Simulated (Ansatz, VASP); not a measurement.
# As: VASP beside Ansatz

```
As
1.0
     3.57134    0.00000    0.00000
    -1.78567    3.09287    0.00000
     0.00000    0.00000   20.29528
As
4
Direct
  0.33333 0.66667 0.29059
  0.66667 0.33333 0.22173
  0.00000 0.33333 0.50333
  0.66667 0.66667 0.43447
```

Alike in both runs: task single point; functional PBE; dispersion D3(BJ); k mesh 9 × 9 × 1; occupations gaussian, width 0.05 eV; no spin polarisation.

|  | VASP | Ansatz |
| --- | --- | --- |
| version | VASP 6.6.1 | Ansatz 0.2.0 |
| potentials or method | VASP PAW PBE potentials, release 64 (As), cutoff 520 eV | scalar-relativistic, plane waves, PAW |
| valence electrons in the cell | 20 | 60 |

|  | VASP | Ansatz | Ansatz less VASP |
| --- | --- | --- | --- |
| gap on the k mesh at the Fermi level (eV) | 0.48 | 0.50 | +0.021 |
| least direct gap on the mesh (eV) | 1.13 | 1.15 | +0.022 |
| rms of the force components (eV/Å) | 0.109 | 0.122 | +0.0129 |

Atom by atom the forces differ by 0.052 eV/Å (rms over components). VASP's potentials hold 20 valence electrons a cell and Ansatz's 60, so a difference there can come from the potentials and not from the codes.
